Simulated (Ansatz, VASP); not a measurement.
# One calculation of ZnS, two programs

```
CELL_PARAMETERS angstrom
0.00000 2.69368 2.69368
2.69368 0.00000 2.69368
2.69368 2.69368 0.00000
ATOMIC_POSITIONS crystal
Zn 0.00000 0.00000 0.00000
S 0.25000 0.25000 0.25000
```

Alike in both runs: task single point; functional LDA; k mesh 6 × 6 × 6; no spin polarisation.

|  | VASP | Ansatz |
| --- | --- | --- |
| version | VASP 6.6.1 | Ansatz 0.2.0 |
| potentials or method | VASP PAW LDA potentials, release 64 (Zn, S), cutoff 500 eV | scalar-relativistic, plane waves, PAW |
| occupations | methfessel-paxton of order 1, width 0.13 eV | cold, width 0.13 eV |
| valence electrons in the cell | 18 | 18 |

|  | VASP | Ansatz | Ansatz less VASP |
| --- | --- | --- | --- |
| gap on the k mesh at the Fermi level (eV) | 1.93 | 1.90 | -0.031 |
| least direct gap on the mesh (eV) | 1.93 | 1.90 | -0.031 |
| pressure (GPa) | -3.7 | -3.9 | -0.20 |

LDA's correlation is that of Perdew and Zunger in VASP and of Perdew and Wang (1992) in Ansatz.
